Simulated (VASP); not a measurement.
# MgO (Fm-3m) in VASP: a series of runs

The runs below take MgO through single point, with PBE.

Everything below comes from runs of VASP 6.6.1. Logs are shortened: lines on timing, memory, paths and dates and some standing lists are left out, and cuts for length are marked.

## 1. The cell of the first run

Symmetry: Fm-3m, No. 225, cubic system. The conventional cell has a = 4.379 Å, b = 4.379 Å, c = 4.379 Å, α = 90.00°, β = 90.00°, γ = 90.00°. Within 2.9 Å of Mg (site symmetry m-3m) lie 6 O at 2.19 Å. O (site symmetry m-3m) has 6 Mg at 2.19 Å within 2.9 Å.

## 2. Single point, PBE

The input, INCAR:

```
PREC = Accurate
ENCUT = 840
EDIFF = 1E-6
ISMEAR = 0
SIGMA = 0.01
LREAL = F
LASPH = T
NELM = 120
ALGO = Normal
ISIF = 2
LWAVE = F
LCHARG = F
GGA = PE
NBANDS = 15
GGA_COMPAT = F
```

The input, KPOINTS:

```
Automatic mesh
0
Gamma
  8 8 8
```

The input, POSCAR:

```
MgO
1.0
    0.0000000000      2.1896747628      2.1896747628
    2.1896747628      0.0000000000      2.1896747628
    2.1896747628      2.1896747628      0.0000000000
Mg O
1 1
Direct
    0.0000000000      0.0000000000      0.0000000000
    0.5000000000      0.5000000000      0.5000000000
```

Potentials or basis: VASP PAW PBE potentials, release 64 (Mg_sv, O).

Command:

```
cat potpaw_PBE.64/Mg_sv/POTCAR potpaw_PBE.64/O/POTCAR > POTCAR
mpirun -np 1 vasp_std > vasp.out
```

OUTCAR:

```text
PREC = Accurate
   ENCUT = 840
   EDIFF = 1E-6
   ISMEAR = 0
   LREAL = F
   LASPH = T
   NELM = 120
   ISIF = 2
   GGA = PE

 ion  position               nearest neighbor table
   1  0.000  0.000  0.000-
   2  0.500  0.500  0.500-

  LATTYP: Found a face centered cubic cell.
 ALAT       =     4.3793495256

  Lattice vectors:

 A1 = (   0.0000000000,   2.1896747628,   2.1896747628)
 A2 = (   2.1896747628,   0.0000000000,   2.1896747628)
 A3 = (   2.1896747628,   2.1896747628,   0.0000000000)

Analysis of symmetry for initial positions (statically):
=====================================================================
 Subroutine PRICEL returns:
 Original cell was already a primitive cell.

 Routine SETGRP: Setting up the symmetry group for a
 face centered cubic supercell.

 Subroutine GETGRP returns: Found 48 space group operations
 (whereof 48 operations were pure point group operations)
 out of a pool of 48 trial point group operations.

The static configuration has the point symmetry O_h .

Analysis of symmetry for dynamics (positions and initial velocities):
=====================================================================
 Subroutine PRICEL returns:
 Original cell was already a primitive cell.

 Routine SETGRP: Setting up the symmetry group for a
 face centered cubic supercell.

 Subroutine GETGRP returns: Found 48 space group operations
 (whereof 48 operations were pure point group operations)
 out of a pool of 48 trial point group operations.

The dynamic configuration has the point symmetry O_h .

 Subroutine INISYM returns: Found 48 space group operations
 (whereof 48 operations are pure point group operations),
 and found     1 'primitive' translations

----------------------------------------------------------------------------------------

                                     Primitive cell

  volume of cell :      20.9976

  direct lattice vectors                    reciprocal lattice vectors
     0.000000000  2.189674763  2.189674763    -0.228344414  0.228344414  0.228344414
     2.189674763  0.000000000  2.189674763     0.228344414 -0.228344414  0.228344414
     2.189674763  2.189674763  0.000000000     0.228344414  0.228344414 -0.228344414

  length of vectors
     3.096667747  3.096667747  3.096667747     0.395504126  0.395504126  0.395504126

  position of ions in fractional coordinates (direct lattice)
[... 88 lines left out ...]
   TEBEG  =    0.0;   TEEND  =   0.0 temperature during run
   PSTRESS=    0.0 pullay stress
   NELECT =      16.0000    total number of electrons
   NUPDOWN=      -1.0000    fix difference up-down
   EMIN   =  10.00;   EMAX   =-10.00  energy-range for DOS
   EFERMI =   0.00;   METHOD = LEGACY
   ISMEAR =     0;   SIGMA  =   0.01  broadening in eV -4-tet -1-fermi 0-gaus
   EFERMI_NEDOS =   21; number of points for ismear=-14 and -15
   IALGO  =     38    algorithm
   IMIX   =      4    mixing-type and parameters
     AMIX     =   0.40;   BMIX     =  1.00
     AMIX_MAG =   1.60;   BMIX_MAG =  1.00
  volume/ion in A,a.u.               =      10.50        70.85
  Fermi-wavevector in a.u.,A,eV,Ry     =   1.495289  2.825687 30.421130  2.235890
  Thomas-Fermi vector in A             =   2.607453
   LORBIT       =      0    0 simple, 1 ext, 2 COOP (PROOUT), +10 PAW based schemes
   GGA     = PE    functional components
   LHFCALC =     F    Hartree Fock is set to
   AEXX    =    0.0000 exact exchange contribution
   IVDW    =     0    specifies the selected vdW correction
   LEPSILON=     F    determine dielectric tensor
   LRPA    =     F    only Hartree local field effects (RPA)
 non-spin polarized calculation
 Gauss-broadening in eV      SIGMA  =   0.01
  energy-cutoff  :      840.00
  volume of cell :       21.00
 maximum number of plane-waves:      1211
 NGX is ok and might be reduce to    30
   NGX = 15   NGY = 15   NGZ = 15

 number of electron      16.0000009 magnetization

 Free energy of the ion-electron system (eV)
  ---------------------------------------------------
  ext. energy  EPLUGINS =         0.00000000
  ---------------------------------------------------
  free energy    TOTEN  =       -11.82582585 eV

  energy without entropy =      -11.82582585  energy(sigma->0) =      -11.82582585

 E-fermi :   2.2970     XC(G=0): -10.8176

 val. band max:        2.1272122305   @ k =   0.0000   0.0000   0.0000
 cond. band min:       5.8138994168   @ k =   0.0000   0.0000   0.0000
 fundamental gap:      3.6866871863
 Fermi energy:         2.2969602020

 k-point     1 :       0.0000    0.0000    0.0000
  band No.  band energies     occupation
      1     -70.5686      2.00000
      2     -37.3045      2.00000
      3     -37.3045      2.00000
      4     -37.3045      2.00000
      5     -14.5696      2.00000
      6       2.1272      2.00000
      7       2.1272      2.00000
      8       2.1272      2.00000
      9       5.8139      0.00000
     10      17.2648      0.00000
     11      17.2648      0.00000
     12      17.2648      0.00000
     13      20.8814      0.00000
     14      22.5332      0.00000
[... 401 lines left out ...]
      2     -37.3491      2.00000
      3     -37.3233      2.00000
      4     -37.3147      2.00000
      5     -13.4245      2.00000
      6      -1.4314      2.00000
      7       0.4447      2.00000
      8       1.2860      2.00000
      9      10.9993      0.00000
     10      13.1841      0.00000
     11      14.4978      0.00000
     12      17.6644      0.00000
     13      21.3212      0.00000
     14      22.6924      0.00000
     15      26.5019      0.00000

 [... further k-points ...]

------------------------ aborting loop because EDIFF is reached ----------------------------------------

  FORCE on cell =-STRESS in cart. coord.  units (eV):
  Direction    XX          YY          ZZ          XY          YZ          ZX
  --------------------------------------------------------------------------------------
  -------------------------------------------------------------------------------------
  Total       -1.4361326     -1.4361326     -1.4361326      0.0000000      0.0000000     -0.0000000
  in kB     -109.5812634   -109.5812634   -109.5812634      0.0000000      0.0000000     -0.0000000
  external PRESSURE =    -109.5812634 kB  Pullay stress =       0.0000000 kB

 VOLUME and BASIS-vectors are now :
 -----------------------------------------------------------------------------
  energy-cutoff  :      840.00
  volume of cell :       21.00
      direct lattice vectors                 reciprocal lattice vectors
     0.000000000  2.189674763  2.189674763    -0.228344414  0.228344414  0.228344414
     2.189674763  0.000000000  2.189674763     0.228344414 -0.228344414  0.228344414
     2.189674763  2.189674763  0.000000000     0.228344414  0.228344414 -0.228344414

 POSITION                                       TOTAL-FORCE (eV/Angst)
 -----------------------------------------------------------------------------------
      0.00000      0.00000      0.00000        -0.000000     -0.000000     -0.000000
      2.18967      2.18967      2.18967         0.000000      0.000000      0.000000
 -----------------------------------------------------------------------------------
    total drift:                                0.000000      0.000000      0.000000

  FREE ENERGIE OF THE ION-ELECTRON SYSTEM (eV)
  ---------------------------------------------------
  free  energy   TOTEN  =       -11.8258258546 eV

  energy  without entropy=      -11.8258258546  energy(sigma->0) =      -11.82582585
```

stdout:

```text
POSCAR found type information on POSCAR MgO
 POSCAR found :  2 types and       2 ions
 scaLAPACK will be used
 LDA part: xc-table for (Slater+PW92), standard interpolation
 POSCAR, INCAR and KPOINTS ok, starting setup
 FFT: planning ... GRIDC
 FFT: planning ... GRID_SOFT
 FFT: planning ... GRID
 WAVECAR not read
 entering main loop
```

Wall time 12 s (1 thread of AMD EPYC 7R13 (Zen 3), shared host); peak memory 0.14 GiB.

What came out:

| Item | Value |
| --- | --- |
| Free energy | -11.8258 eV |
| Pressure | -11.0 GPa |
| Band gap on the k mesh | 3.69 eV |

Caveat: the cell stands under tension. Expect the measured gap to be larger: semilocal functionals such as PBE lack the derivative discontinuity.

## 3. Single point, PBE

This run uses another cell than the first one, of 10.12 Å³/atom.

The input, INCAR:

```
ALGO = Normal ; EDIFF = 1E-6
ENCUT = 840 ; GGA = PE
GGA_COMPAT = F ; ISIF = 2
ISMEAR = 0 ; LASPH = T
LCHARG = F ; LREAL = F
LWAVE = F ; NBANDS = 15
NELM = 120 ; PREC = Accurate
SIGMA = 0.01
```

The input, KPOINTS:

```
k-points
0
Gamma
  8 8 8
```

The input, POSCAR:

```
MgO
1.0
    0.0000000000      2.1632905701      2.1632905701
    2.1632905701      0.0000000000      2.1632905701
    2.1632905701      2.1632905701      0.0000000000
Mg O
1 1
Direct
    0.0000000000      0.0000000000      0.0000000000
    0.5000000000      0.5000000000      0.5000000000
```

Potentials or basis: VASP PAW PBE potentials, release 64 (Mg_sv, O).

Command:

```
cat potpaw_PBE.64/Mg_sv/POTCAR potpaw_PBE.64/O/POTCAR > POTCAR
mpirun -np 1 vasp_std > vasp.out
```

OUTCAR:

```text
EDIFF = 1E-6
   ENCUT = 840
   GGA = PE
   ISIF = 2
   ISMEAR = 0
   LASPH = T
   LREAL = F
   NELM = 120
   PREC = Accurate

 ion  position               nearest neighbor table
   1  0.000  0.000  0.000-
   2  0.500  0.500  0.500-

  LATTYP: Found a face centered cubic cell.
 ALAT       =     4.3265811402

  Lattice vectors:

 A1 = (   0.0000000000,   2.1632905701,   2.1632905701)
 A2 = (   2.1632905701,   0.0000000000,   2.1632905701)
 A3 = (   2.1632905701,   2.1632905701,   0.0000000000)

Analysis of symmetry for initial positions (statically):
=====================================================================
 Subroutine PRICEL returns:
 Original cell was already a primitive cell.

 Routine SETGRP: Setting up the symmetry group for a
 face centered cubic supercell.

 Subroutine GETGRP returns: Found 48 space group operations
 (whereof 48 operations were pure point group operations)
 out of a pool of 48 trial point group operations.

The static configuration has the point symmetry O_h .

Analysis of symmetry for dynamics (positions and initial velocities):
=====================================================================
 Subroutine PRICEL returns:
 Original cell was already a primitive cell.

 Routine SETGRP: Setting up the symmetry group for a
 face centered cubic supercell.

 Subroutine GETGRP returns: Found 48 space group operations
 (whereof 48 operations were pure point group operations)
 out of a pool of 48 trial point group operations.

The dynamic configuration has the point symmetry O_h .

 Subroutine INISYM returns: Found 48 space group operations
 (whereof 48 operations are pure point group operations),
 and found     1 'primitive' translations

----------------------------------------------------------------------------------------

                                     Primitive cell

  volume of cell :      20.2476

  direct lattice vectors                    reciprocal lattice vectors
     0.000000000  2.163290570  2.163290570    -0.231129376  0.231129376  0.231129376
     2.163290570  0.000000000  2.163290570     0.231129376 -0.231129376  0.231129376
     2.163290570  2.163290570  0.000000000     0.231129376  0.231129376 -0.231129376

  length of vectors
     3.059354864  3.059354864  3.059354864     0.400327823  0.400327823  0.400327823

  position of ions in fractional coordinates (direct lattice)
     0.000000000  0.000000000  0.000000000
     0.500000000  0.500000000  0.500000000

  ion indices of the primitive-cell ions
   primitive index   ion index
                 1           1
                 2           2

----------------------------------------------------------------------------------------

 KPOINTS: k-points

Automatic generation of k-mesh.
 Grid dimensions read from file:
 generate k-points for:    8    8    8

 Generating k-lattice:

  Cartesian coordinates                     Fractional coordinates (reciprocal lattice)
    -0.028891172  0.028891172  0.028891172     0.125000000  0.000000000  0.000000000
[... 38 lines left out ...]
  0.500000  0.250000  0.125000     48.000000
 -0.375000  0.250000  0.125000     24.000000
 [... further k-points ...]
   k-points           NKPTS =     29   k-points in BZ     NKDIM =     29   number of bands    NBANDS=     15
   number of dos      NEDOS =    301   number of ions     NIONS =      2
   total plane-waves  NPLWV =  27000
   dimension x,y,z NGX =    30 NGY =   30 NGZ =   30
   dimension x,y,z NGXF=    60 NGYF=   60 NGZF=   60
   ions per type =               1   1
   NGX,Y,Z   is equivalent  to a cutoff of  16.30, 16.30, 16.30 a.u.
   NGXF,Y,Z  is equivalent  to a cutoff of  32.60, 32.60, 32.60 a.u.
 SYSTEM =  unknown system
   PREC   = accura    normal or accurate (medium, high low for compatibility)
   ISTART =      0    job   : 0-new  1-cont  2-samecut
   ICHARG =      2    charge: 1-file 2-atom 10-const
   ISPIN  =      1    spin polarized calculation?
   LNONCOLLINEAR =      F non collinear calculations
   LSORBIT =      F    spin-orbit coupling
   LASPH  =      T    aspherical Exc in radial PAW
   ENCUT  =  840.0 eV  61.74 Ry    7.86 a.u.   7.23  7.23  7.23*2*pi/ulx,y,z
   NELM   =    120;   NELMIN=  2; NELMDL= -5     # of ELM steps
   EDIFF  = 0.1E-05   stopping-criterion for ELM
   LREAL  =      F    real-space projection
   EDIFFG = 0.1E-04   stopping-criterion for IOM
   NSW    =      0    number of steps for IOM
   IBRION =     -1    ionic relax: 0-MD 1-quasi-New 2-CG
   NFREE  =      0    steps in history (QN), initial steepest desc. (CG)
   ISIF   =      2    stress and relaxation
   ISYM   =      2    0-nonsym 1-usesym 2-fastsym
   POTIM  = 0.5000    time-step for ionic-motion
   TEBEG  =    0.0;   TEEND  =   0.0 temperature during run
   PSTRESS=    0.0 pullay stress
   NELECT =      16.0000    total number of electrons
   NUPDOWN=      -1.0000    fix difference up-down
   EMIN   =  10.00;   EMAX   =-10.00  energy-range for DOS
   EFERMI =   0.00;   METHOD = LEGACY
   ISMEAR =     0;   SIGMA  =   0.01  broadening in eV -4-tet -1-fermi 0-gaus
   EFERMI_NEDOS =   21; number of points for ismear=-14 and -15
   IALGO  =     38    algorithm
   IMIX   =      4    mixing-type and parameters
     AMIX     =   0.40;   BMIX     =  1.00
     AMIX_MAG =   1.60;   BMIX_MAG =  1.00
  volume/ion in A,a.u.               =      10.12        68.32
  Fermi-wavevector in a.u.,A,eV,Ry     =   1.513526  2.860150 31.167707  2.290762
  Thomas-Fermi vector in A             =   2.623306
   LORBIT       =      0    0 simple, 1 ext, 2 COOP (PROOUT), +10 PAW based schemes
   GGA     = PE    functional components
   LHFCALC =     F    Hartree Fock is set to
   AEXX    =    0.0000 exact exchange contribution
   IVDW    =     0    specifies the selected vdW correction
   LEPSILON=     F    determine dielectric tensor
   LRPA    =     F    only Hartree local field effects (RPA)
 non-spin polarized calculation
 Gauss-broadening in eV      SIGMA  =   0.01
  energy-cutoff  :      840.00
  volume of cell :       20.25
 maximum number of plane-waves:      1139
 NGX is ok and might be reduce to    30
   NGX = 15   NGY = 15   NGZ = 15

 number of electron      16.0000002 magnetization

 Free energy of the ion-electron system (eV)
  ---------------------------------------------------
  ext. energy  EPLUGINS =         0.00000000
  ---------------------------------------------------
  free energy    TOTEN  =       -11.86550848 eV

  energy without entropy =      -11.86550848  energy(sigma->0) =      -11.86550848

 E-fermi :   2.6523     XC(G=0): -10.9929

 val. band max:        2.3618614665   @ k =   0.0000   0.0000   0.0000
 cond. band min:       6.3593897045   @ k =   0.0000   0.0000   0.0000
 fundamental gap:      3.9975282380
 Fermi energy:         2.6522693379

 k-point     1 :       0.0000    0.0000    0.0000
  band No.  band energies     occupation
      1     -70.1959      2.00000
      2     -36.9290      2.00000
      3     -36.9290      2.00000
      4     -36.9290      2.00000
      5     -14.4976      2.00000
      6       2.3619      2.00000
      7       2.3619      2.00000
      8       2.3619      2.00000
      9       6.3594      0.00000
     10      17.7082      0.00000
     11      17.7082      0.00000
     12      17.7082      0.00000
     13      21.4141      0.00000
     14      23.1055      0.00000
[... 401 lines left out ...]
      2     -36.9812      2.00000
      3     -36.9509      2.00000
      4     -36.9409      2.00000
      5     -13.2633      2.00000
      6      -1.3253      2.00000
      7       0.6069      2.00000
      8       1.4781      2.00000
      9      11.4803      0.00000
     10      13.7817      0.00000
     11      15.0706      0.00000
     12      18.3190      0.00000
     13      21.9650      0.00000
     14      23.3939      0.00000
     15      27.2891      0.00000

 [... further k-points ...]

------------------------ aborting loop because EDIFF is reached ----------------------------------------

  FORCE on cell =-STRESS in cart. coord.  units (eV):
  Direction    XX          YY          ZZ          XY          YZ          ZX
  --------------------------------------------------------------------------------------
  -------------------------------------------------------------------------------------
  Total       -0.8676567     -0.8676567     -0.8676567      0.0000000     -0.0000000      0.0000000
  in kB      -68.6568581    -68.6568581    -68.6568581      0.0000000     -0.0000000      0.0000000
  external PRESSURE =     -68.6568581 kB  Pullay stress =       0.0000000 kB

 VOLUME and BASIS-vectors are now :
 -----------------------------------------------------------------------------
  energy-cutoff  :      840.00
  volume of cell :       20.25
      direct lattice vectors                 reciprocal lattice vectors
     0.000000000  2.163290570  2.163290570    -0.231129376  0.231129376  0.231129376
     2.163290570  0.000000000  2.163290570     0.231129376 -0.231129376  0.231129376
     2.163290570  2.163290570  0.000000000     0.231129376  0.231129376 -0.231129376

 POSITION                                       TOTAL-FORCE (eV/Angst)
 -----------------------------------------------------------------------------------
      0.00000      0.00000      0.00000        -0.000000      0.000000      0.000000
      2.16329      2.16329      2.16329         0.000000      0.000000     -0.000000
 -----------------------------------------------------------------------------------
    total drift:                                0.000000      0.000000      0.000000

  FREE ENERGIE OF THE ION-ELECTRON SYSTEM (eV)
  ---------------------------------------------------
  free  energy   TOTEN  =       -11.8655084787 eV

  energy  without entropy=      -11.8655084787  energy(sigma->0) =      -11.86550848
```

stdout:

```text
POSCAR found type information on POSCAR MgO
 POSCAR found :  2 types and       2 ions
 scaLAPACK will be used
 LDA part: xc-table for (Slater+PW92), standard interpolation
 POSCAR, INCAR and KPOINTS ok, starting setup
 FFT: planning ... GRIDC
 FFT: planning ... GRID_SOFT
 FFT: planning ... GRID
 WAVECAR not read
 entering main loop
```

Run time: 16 s. Hardware: 1 thread of Intel Xeon Platinum 8259CL at 2.50GHz (Skylake/Cascade Lake), shared host; peak memory 0.17 GiB.

Results:

```yaml
Free_energy: -11.8655 eV
Pressure: -6.9 GPa
Band_gap_on_the_k_mesh: 4.00 eV
```

Levels at points of the mesh, in eV from the valence-band top:
| k point | band 6 | band 7 | band 8 | band 9 | band 10 | band 11 |
| --- | --- | --- | --- | --- | --- | --- |
| (0.00, 0.00, 0.00) | 0.00 | 0.00 | 0.00 | 4.00 | 15.35 | 15.35 |
| (0.50, 0.00, 0.00) | -4.27 | -0.57 | -0.57 | 7.41 | 11.72 | 15.52 |
| (0.50, 0.50, 0.00) | -3.74 | -1.23 | -1.23 | 9.02 | 9.16 | 12.27 |

Caveat: the cell stands under tension. A hybrid or GW would open this gap; PBE tends to underestimate it.
